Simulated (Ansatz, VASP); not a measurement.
# Si2Sb2Se: VASP beside Ansatz

```
Si Sb Se
1.0
     3.80845    0.00000    0.00000
    -1.90423    3.29822    0.00000
     0.00000    0.00000    9.09142
Si Sb Se
2 2 1
Cartesian
  1.9042 1.0994 5.1698
  0.0000 2.1988 3.9216
  1.9042 1.0994 2.0110
  0.0000 2.1988 7.0805
  0.0000 0.0000 0.0000
```

Change from the starting cell: species swapped into the EuMg2Bi2 type (P-3m1, No. 164).

Alike in both runs: functional PBE; k mesh 6 × 6 × 2; occupations gaussian, width 0.1 eV; no spin polarisation.

Ansatz relaxed the structure, and its values are those at the end. VASP's run is a single point on that final structure, the one shown.

|  | VASP | Ansatz |
| --- | --- | --- |
| version | VASP 6.6.1 | Ansatz 0.2.0 |
| potentials or method | VASP PAW PBE potentials, release 64 (Si, Sb, Se), cutoff 520 eV | scalar-relativistic, plane waves, PAW |
| valence electrons in the cell | 24 | 54 |

|  | VASP | Ansatz | Ansatz less VASP |
| --- | --- | --- | --- |
| gap on the k mesh at the Fermi level (eV) | none | none | - |
| pressure (GPa) | -0.1 | 0.0 | +0.07 |
| rms of the force components (eV/Å) | 0.005 | 0.007 | +0.0023 |

A gap of «none» marks a metal or a gap that the smearing closes. With one functional, cell and mesh, what is left measures potentials, basis and numerics. VASP's potentials hold 24 valence electrons a cell and Ansatz's 54, so a difference there can come from the potentials and not from the codes.

Spin-orbit coupling is off throughout.
